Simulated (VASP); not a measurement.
A run of VASP 6.6.1:

The input POSCAR:

```
Ir
1.0
    0.0000000000      1.9197000000      1.9676925000
    1.9197000000      0.0000000000      1.9676925000
    1.9197000000      1.9197000000      0.0000000000
Ir
1
Direct
    0.0000000000      0.0000000000      0.0000000000
```

The input INCAR.step1:

```
PREC     = Accurate       # precision mode
ENCUT    = 520            # plane-wave cutoff, eV
ISMEAR   = 0              # smearing method
SIGMA    = 0.15           # smearing width, eV
LREAL    = False          # projectors in reciprocal space
LASPH    = True           # aspherical terms in the spheres
NELM     = 60             # most SCF steps
NBANDS   = 10             # bands
GGA      = PE             # functional
ALGO     = Normal         # electronic algorithm
EDIFF    = 1E-4           # SCF threshold, eV
LWAVE    = True           # write WAVECAR
LCHARG   = False          # write CHGCAR
```

INCAR.step2

```
PREC     = Accurate       # precision mode
ENCUT    = 520            # plane-wave cutoff, eV
EDIFF    = 1E-6           # SCF threshold, eV
ISMEAR   = 0              # smearing method
SIGMA    = 0.15           # smearing width, eV
LREAL    = False          # projectors in reciprocal space
LASPH    = True           # aspherical terms in the spheres
NELM     = 60             # most SCF steps
ALGO     = Normal         # electronic algorithm
ISIF     = 2              # what is computed and relaxed
LWAVE    = False          # write WAVECAR
LCHARG   = False          # write CHGCAR
METAGGA  = R2SCAN         # meta-GGA
LMIXTAU  = True         
NBANDS   = 10             # bands
ISTART   = 1
```

The input KPOINTS:

```
regular mesh
0
Gamma
  22 22 22
```

Potentials or basis: VASP PAW PBE potentials, release 64 (Ir).

Launch:

```sh
$ cat potpaw_PBE.64/Ir/POTCAR > POTCAR
$ cp INCAR.step1 INCAR
$ mpirun -np 1 vasp_std > vasp.out
$ cp INCAR.step2 INCAR
$ mpirun -np 1 vasp_std > vasp.out
```

Hardware: 1 thread of Intel(R) Xeon(R) 6975P-C (Granite Rapids), on a shared host.

Question: How long does it take, and how much memory?

Answer: Wall time 2.2 min on 1 thread of Intel(R) Xeon(R) 6975P-C (Granite Rapids), on a shared host, peak memory 0.24 GiB. Counts: k points 834.
